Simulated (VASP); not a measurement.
# SrCl3 (P6_3/mmc) in VASP: single point with PBE

Aim: the single point of SrCl3 with PBE.

Everything below comes from runs of VASP 6.6.1. Logs are shortened: lines on timing, memory, paths and dates and some standing lists are left out, and cuts for length are marked.

### Step 1. The cell of the first run

The structure is hexagonal, space group P6_3/mmc (No. 194). Conventional cell: a = 6.296 Å, b = 6.296 Å, c = 5.730 Å, α = 90.00°, β = 90.00°, γ = 120.00°. Sr (site symmetry -6m2) has 12 Cl at 3.15 to 3.36 Å within 4.1 Å. Cl (site symmetry mm2) has 8 Cl at 3.04 to 3.43 Å and 4 Sr at 3.15 to 3.36 Å within 4.0 Å.

### Step 2. Single point, PBE

Input file INCAR:

```
  PREC = Accurate
  ENCUT = 520
  EDIFF = 1E-7
  ISMEAR = 0
  SIGMA = 0.1
  LREAL = False
  LASPH = True
  NELM = 60
  ALGO = Normal
  ISIF = 2
  LWAVE = False
  LCHARG = False
  GGA = PE
  NBANDS = 41
```

Input file KPOINTS:

```
Automatic mesh
0
Gamma
  6 6 8
```

Input file POSCAR:

```
SrCl3
1.0
    3.1478403904     -5.4522194903      0.0000000000
    3.1478403904      5.4522194903      0.0000000000
    0.0000000000      0.0000000000      5.7300603752
Sr Cl
2 6
Direct
    0.6666666667      0.3333333333      0.2500000000
    0.3333333333      0.6666666667      0.7500000000
    0.3446762173      0.1723381087      0.7500000000
    0.8276618913      0.1723381087      0.7500000000
    0.8276618913      0.6553237827      0.7500000000
    0.6553237827      0.8276618913      0.2500000000
    0.1723381087      0.8276618913      0.2500000000
    0.1723381087      0.3446762173      0.2500000000
```

Potentials or basis: VASP PAW PBE potentials, release 64 (Sr_sv, Cl).

On the command line:

```bash
$ cat potpaw_PBE.64/Sr_sv/POTCAR potpaw_PBE.64/Cl/POTCAR > POTCAR
$ mpirun -np 1 vasp_std > vasp.out
```

OUTCAR:

```text
PREC = Accurate
   ENCUT = 520
   EDIFF = 1E-7
   ISMEAR = 0
   LREAL = False
   LASPH = True
   NELM = 60
   ISIF = 2
   GGA = PE

 ion  position               nearest neighbor table
   1  0.667  0.333  0.250-   7 3.15   7 3.15   6 3.15   8 3.15   6 3.15   8 3.15   4 3.36   4 3.36
                             3 3.36   5 3.36   5 3.36   3 3.36   2 4.63   2 4.63   2 4.63   2 4.63
   2  0.333  0.667  0.750-   4 3.15   4 3.15   3 3.15   5 3.15   3 3.15   5 3.15   7 3.36   7 3.36
                             6 3.36   8 3.36   8 3.36   6 3.36   1 4.63   1 4.63   1 4.63   1 4.63
   3  0.345  0.172  0.750-   2 3.15   2 3.15   1 3.36   1 3.36
   4  0.828  0.172  0.750-   2 3.15   2 3.15   1 3.36   1 3.36
   5  0.828  0.655  0.750-   2 3.15   2 3.15   1 3.36   1 3.36
   6  0.655  0.828  0.250-   1 3.15   1 3.15   2 3.36   2 3.36
   7  0.172  0.828  0.250-   1 3.15   1 3.15   2 3.36   2 3.36
   8  0.172  0.345  0.250-   1 3.15   1 3.15   2 3.36   2 3.36

  LATTYP: Found a hexagonal cell.
 ALAT       =     6.2956807808
 C/A-ratio  =     0.9101573880

  Lattice vectors:

 A1 = (   3.1478403904,  -5.4522194903,   0.0000000000)
 A2 = (   3.1478403904,   5.4522194903,   0.0000000000)
 A3 = (   0.0000000000,   0.0000000000,   5.7300603752)

Analysis of symmetry for initial positions (statically):
=====================================================================
 Subroutine PRICEL returns:
 Original cell was already a primitive cell.

 Routine SETGRP: Setting up the symmetry group for a
 hexagonal supercell.

 Subroutine GETGRP returns: Found 24 space group operations
 (whereof 12 operations were pure point group operations)
 out of a pool of 24 trial point group operations.

The static configuration has the point symmetry D_3d.
 The point group associated with its full space group is D_6h.

Analysis of symmetry for dynamics (positions and initial velocities):
=====================================================================
 Subroutine PRICEL returns:
 Original cell was already a primitive cell.

 Routine SETGRP: Setting up the symmetry group for a
 hexagonal supercell.

 Subroutine GETGRP returns: Found 24 space group operations
 (whereof 12 operations were pure point group operations)
 out of a pool of 24 trial point group operations.

The dynamic configuration has the point symmetry D_3d.
 The point group associated with its full space group is D_6h.

 Subroutine INISYM returns: Found 24 space group operations
 (whereof 12 operations are pure point group operations),
 and found     1 'primitive' translations

----------------------------------------------------------------------------------------

                                     Primitive cell

  volume of cell :     196.6868

  direct lattice vectors                    reciprocal lattice vectors
     3.147840390 -5.452219490  0.000000000     0.158839057 -0.091705772  0.000000000
     3.147840390  5.452219490  0.000000000     0.158839057  0.091705772  0.000000000
     0.000000000  0.000000000  5.730060375     0.000000000  0.000000000  0.174518231

  length of vectors
     6.295680781  6.295680781  5.730060375     0.183411545  0.183411545  0.174518231

  position of ions in fractional coordinates (direct lattice)
     0.666666667  0.333333333  0.250000000
     0.333333333  0.666666667  0.750000000
     0.344676217  0.172338109  0.750000000
     0.827661891  0.172338109  0.750000000
     0.827661891  0.655323783  0.750000000
     0.655323783  0.827661891  0.250000000
     0.172338109  0.827661891  0.250000000
     0.172338109  0.344676217  0.250000000

  ion indices of the primitive-cell ions
   primitive index   ion index
                 1           1
                 2           2
                 3           3
                 4           4
                 5           5
                 6           6
                 7           7
                 8           8

----------------------------------------------------------------------------------------

 KPOINTS: Automatic mesh

Automatic generation of k-mesh.
 Grid dimensions read from file:
 generate k-points for:    6    6    8

 Generating k-lattice:

  Cartesian coordinates                     Fractional coordinates (reciprocal lattice)
     0.026473176 -0.015284295  0.000000000     0.166666667 -0.000000000  0.000000000
     0.026473176  0.015284295  0.000000000    -0.000000000  0.166666667  0.000000000
     0.000000000  0.000000000  0.021814779     0.000000000  0.000000000  0.125000000

  Length of vectors
     0.030568591  0.030568591  0.021814779

  Shift w.r.t. Gamma in fractional coordinates (k-lattice)
     0.000000000  0.000000000  0.000000000

 Subroutine IBZKPT returns following result:
 ===========================================

 Found     35 irreducible k-points:

 Following reciprocal coordinates:
            Coordinates               Weight
  0.000000  0.000000  0.000000      1.000000
  0.166667 -0.000000  0.000000      6.000000
  0.333333 -0.000000  0.000000      6.000000
  0.500000  0.000000  0.000000      3.000000
  0.166667  0.166667  0.000000      6.000000
  0.333333  0.166667  0.000000     12.000000
[... 16 lines left out ...]
  0.166667 -0.000000  0.375000     12.000000
  0.333333 -0.000000  0.375000     12.000000
 [... further k-points ...]
   k-points           NKPTS =     35   k-points in BZ     NKDIM =     35   number of bands    NBANDS=     41
   number of dos      NEDOS =    301   number of ions     NIONS =      8
   total plane-waves  NPLWV = 110592
   dimension x,y,z NGX =    48 NGY =   48 NGZ =   48
   dimension x,y,z NGXF=    96 NGYF=   96 NGZF=   96
   ions per type =               2   6
   NGX,Y,Z   is equivalent  to a cutoff of  12.68, 12.68, 13.93 a.u.
   NGXF,Y,Z  is equivalent  to a cutoff of  25.35, 25.35, 27.85 a.u.
 SYSTEM =  unknown system
   PREC   = accura    normal or accurate (medium, high low for compatibility)
   ISTART =      0    job   : 0-new  1-cont  2-samecut
   ICHARG =      2    charge: 1-file 2-atom 10-const
   ISPIN  =      1    spin polarized calculation?
   LNONCOLLINEAR =      F non collinear calculations
   LSORBIT =      F    spin-orbit coupling
   LASPH  =      T    aspherical Exc in radial PAW
   ENCUT  =  520.0 eV  38.22 Ry    6.18 a.u.  11.71 11.71 10.65*2*pi/ulx,y,z
   NELM   =     60;   NELMIN=  2; NELMDL= -5     # of ELM steps
   EDIFF  = 0.1E-06   stopping-criterion for ELM
   LREAL  =      F    real-space projection
   EDIFFG = 0.1E-05   stopping-criterion for IOM
   NSW    =      0    number of steps for IOM
   IBRION =     -1    ionic relax: 0-MD 1-quasi-New 2-CG
   NFREE  =      0    steps in history (QN), initial steepest desc. (CG)
   ISIF   =      2    stress and relaxation
   ISYM   =      2    0-nonsym 1-usesym 2-fastsym
   POTIM  = 0.5000    time-step for ionic-motion
   TEBEG  =    0.0;   TEEND  =   0.0 temperature during run
   PSTRESS=    0.0 pullay stress
   NELECT =      62.0000    total number of electrons
   NUPDOWN=      -1.0000    fix difference up-down
   EMIN   =  10.00;   EMAX   =-10.00  energy-range for DOS
   EFERMI =   0.00;   METHOD = LEGACY
   ISMEAR =     0;   SIGMA  =   0.10  broadening in eV -4-tet -1-fermi 0-gaus
   EFERMI_NEDOS =   21; number of points for ismear=-14 and -15
   IALGO  =     38    algorithm
   IMIX   =      4    mixing-type and parameters
     AMIX     =   0.40;   BMIX     =  1.00
     AMIX_MAG =   1.60;   BMIX_MAG =  1.00
  volume/ion in A,a.u.               =      24.59       165.91
  Fermi-wavevector in a.u.,A,eV,Ry     =   1.114159  2.105454 16.889581  1.241349
  Thomas-Fermi vector in A             =   2.250751
   LORBIT       =      0    0 simple, 1 ext, 2 COOP (PROOUT), +10 PAW based schemes
   GGA     = PE    functional components
   LHFCALC =     F    Hartree Fock is set to
   AEXX    =    0.0000 exact exchange contribution
   IVDW    =     0    specifies the selected vdW correction
   LEPSILON=     F    determine dielectric tensor
   LRPA    =     F    only Hartree local field effects (RPA)
 non-spin polarized calculation
 Gauss-broadening in eV      SIGMA  =   0.10
  energy-cutoff  :      520.00
  volume of cell :      196.69
 maximum number of plane-waves:      5350
 NGX is ok and might be reduce to    48
   NGX = 23   NGY = 23   NGZ = 21

 number of electron      62.0000002 magnetization

 Free energy of the ion-electron system (eV)
  ---------------------------------------------------
  ext. energy  EPLUGINS =         0.00000000
  ---------------------------------------------------
  free energy    TOTEN  =       -26.44743468 eV

  energy without entropy =      -26.39127542  energy(sigma->0) =      -26.41935505

 E-fermi :   1.5871     XC(G=0):  -9.0666

 val. band max:        1.5866780562   @ k =   0.5000   0.0000   0.5000
 cond. band min:       1.5880797539   @ k =   0.1667   0.1667   0.5000
 fundamental gap:      0.0014016977
 Fermi energy:         1.5870973972

 k-point     1 :       0.0000    0.0000    0.0000
  band No.  band energies     occupation
      1     -32.4460      2.00000
      2     -32.4408      2.00000
      3     -14.4430      2.00000
      4     -14.4382      2.00000
      5     -14.4382      2.00000
      6     -14.3959      2.00000
[... 33 lines left out ...]
     40       7.7499      0.00000
     41       7.7499      0.00000

 k-point     2 :       0.1667   -0.0000    0.0000
  band No.  band energies     occupation
      1     -32.4456      2.00000
      2     -32.4411      2.00000
      3     -14.4648      2.00000
      4     -14.4549      2.00000
      5     -14.4399      2.00000
      6     -14.4147      2.00000
[... 33 lines left out ...]
     40       7.9663      0.00000
     41       8.1043      0.00000

 k-point     3 :       0.3333   -0.0000    0.0000
  band No.  band energies     occupation
      1     -32.4448      2.00000
      2     -32.4418      2.00000
      3     -14.5184      2.00000
      4     -14.4807      2.00000
      5     -14.4453      2.00000
      6     -14.4318      2.00000
[... 33 lines left out ...]
     40       8.4583      0.00000
     41       8.5771      0.00000

 k-point     4 :       0.5000    0.0000    0.0000
  band No.  band energies     occupation
      1     -32.4441      2.00000
      2     -32.4424      2.00000
      3     -14.5441      2.00000
      4     -14.4919      2.00000
      5     -14.4591      2.00000
      6     -14.4255      2.00000
[... 825 lines left out ...]
     40       7.9225      0.00000
     41       7.9767      0.00000

 k-point    23 :       0.1667   -0.0000    0.3750
  band No.  band energies     occupation
      1     -32.4441      2.00000
      2     -32.4424      2.00000
      3     -14.4997      2.00000
      4     -14.4877      2.00000
      5     -14.4290      2.00000
      6     -14.4143      2.00000
[... 33 lines left out ...]
     40       8.0468      0.00000
     41       8.0829      0.00000

 k-point    24 :       0.3333   -0.0000    0.3750
  band No.  band energies     occupation
      1     -32.4438      2.00000
      2     -32.4426      2.00000
      3     -14.5428      2.00000
      4     -14.5263      2.00000
      5     -14.4458      2.00000
      6     -14.4098      2.00000
[... 33 lines left out ...]
     40       8.2143      0.00000
     41       8.6809      0.00000

 [... further k-points ...]

------------------------ aborting loop because EDIFF is reached ----------------------------------------

  FORCE on cell =-STRESS in cart. coord.  units (eV):
  Direction    XX          YY          ZZ          XY          YZ          ZX
  --------------------------------------------------------------------------------------
  -------------------------------------------------------------------------------------
  Total        0.0721734      0.0721734     -0.0273032      0.0000000      0.0000000      0.0000000
  in kB        0.5879123      0.5879123     -0.2224068      0.0000000      0.0000000      0.0000000
  external PRESSURE =       0.3178059 kB  Pullay stress =       0.0000000 kB

 VOLUME and BASIS-vectors are now :
 -----------------------------------------------------------------------------
  energy-cutoff  :      520.00
  volume of cell :      196.69
      direct lattice vectors                 reciprocal lattice vectors
     3.147840390 -5.452219490  0.000000000     0.158839057 -0.091705772  0.000000000
     3.147840390  5.452219490  0.000000000     0.158839057  0.091705772  0.000000000
     0.000000000  0.000000000  5.730060375     0.000000000  0.000000000  0.174518231

 POSITION                                       TOTAL-FORCE (eV/Angst)
 -----------------------------------------------------------------------------------
      3.14784     -1.81741      1.43252         0.000000      0.000000      0.000000
      3.14784      1.81741      4.29755         0.000000     -0.000000      0.000000
      1.62748     -0.93963      4.29755        -0.007165      0.004137      0.000000
      3.14784     -3.57297      4.29755         0.000000     -0.008273      0.000000
      4.66820     -0.93963      4.29755         0.007165      0.004137      0.000000
      4.66820      0.93963      1.43252         0.007165     -0.004137     -0.000000
      3.14784      3.57297      1.43252         0.000000      0.008273     -0.000000
      1.62748      0.93963      1.43252        -0.007165     -0.004137     -0.000000
 -----------------------------------------------------------------------------------
    total drift:                               -0.000000      0.000000      0.000000

  FREE ENERGIE OF THE ION-ELECTRON SYSTEM (eV)
  ---------------------------------------------------
  free  energy   TOTEN  =       -26.4474346803 eV

  energy  without entropy=      -26.3912754227  energy(sigma->0) =      -26.41935505
```

Wall time 6.9 min (1 thread of Intel Xeon Platinum 8375C at 2.90GHz (Ice Lake), shared host); peak memory 0.44 GiB.

What came out:

```yaml
Free_energy: -26.4474 eV
Pressure: 0.0 GPa
Largest_force: 0.008 eV/Å
Band_gap_on_the_k_mesh: zero (bands 31 and 32 overlap by 0.58 eV)
```

Forces on the atoms (eV/Å):
```
Sr   0.000  0.000  0.000
Sr   0.000  0.000  0.000
Cl  -0.007  0.004  0.000
Cl   0.000 -0.008  0.000
Cl   0.007  0.004  0.000
Cl   0.007 -0.004  0.000
Cl   0.000  0.008  0.000
Cl  -0.007 -0.004  0.000
```
